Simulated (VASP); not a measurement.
Wanted: the native input for a VASP 6.6.1 run.

```yaml
Task: single point
Functional: r2SCAN
Potentials_or_basis: VASP PAW PBE potentials, release 64 (Si, Ge_d)
Cutoff: 520 eV
k_mesh: 12 × 12 × 4
Occupations: gaussian, width 0.01 eV
Spin: no spin polarisation
Dipole_correction: no
Further_INCAR_settings: ALGO = Normal; EDIFF = 1e-06; NBANDS = 41
```

Crystal: SiGe2.

```
Si Ge
1.0
     3.95652    0.00000    0.00000
    -1.97826    3.42644    0.00000
     0.00000    0.00000    9.66788
Si Ge
2 4
Direct
  0.66667 0.33333 0.53808
  0.33333 0.66667 0.46192
  0.33333 0.66667 0.21333
  0.00000 0.00000 0.87350
  0.00000 0.00000 0.12650
  0.66667 0.33333 0.78667
```

One way to write it, as run:

POSCAR

```
SiGe2
1.0
    3.9565166715      0.0000000000      0.0000000000
   -1.9782583358      3.4264439480      0.0000000000
    0.0000000000      0.0000000000      9.6678821878
Si Ge
2 4
Direct
    0.6666666667      0.3333333333      0.5380814504
    0.3333333333      0.6666666667      0.4619185496
    0.3333333333      0.6666666667      0.2133349126
    0.0000000000      0.0000000000      0.8734977771
    0.0000000000      0.0000000000      0.1265022229
    0.6666666667      0.3333333333      0.7866650874
```

INCAR.step1

```
SYSTEM = SiGe2
  PREC = Accurate
  ENCUT = 520
  ISMEAR = 0
  SIGMA = 0.01
  LREAL = .False.
  LASPH = .True.
  NELM = 80
  NBANDS = 41
  GGA = PE
  ALGO = Normal
  EDIFF = 1E-4
  LWAVE = .True.
  LCHARG = .False.
```

INCAR.step2

```
SYSTEM = SiGe2
  PREC = Accurate
  ENCUT = 520
  EDIFF = 1E-6
  ISMEAR = 0
  SIGMA = 0.01
  LREAL = .False.
  LASPH = .True.
  NELM = 80
  ALGO = Normal
  ISIF = 2
  LWAVE = .False.
  LCHARG = .True.
  METAGGA = R2SCAN
  LMIXTAU = .True.
  LELF = .True.
  LVHAR = .True.
  NBANDS = 41
  ISTART = 1
```

KPOINTS

```
regular mesh
0
Gamma
  12 12 4
  0 0 0
```

Potentials or basis: VASP PAW PBE potentials, release 64 (Si, Ge_d).

Run with:

```bash
$ cat potpaw_PBE.64/Si/POTCAR potpaw_PBE.64/Ge_d/POTCAR > POTCAR
$ cp INCAR.step1 INCAR
$ mpirun -np 1 vasp_std > vasp.out
$ cp INCAR.step2 INCAR
$ mpirun -np 1 vasp_std > vasp.out
```

Results of the run:

The pressure is 0.0 GPa. The largest force is 0.014 eV/Å. The band gap on the k mesh is 0.66 eV (least direct gap 0.72 eV).

Caveat: the PAW data sets were made with another functional, which shifts forces and pressure a little.

It took 12 min on 1 thread of AMD EPYC 9R45 96-Core Processor (Zen 5) (shared host), peak memory 0.42 GiB.
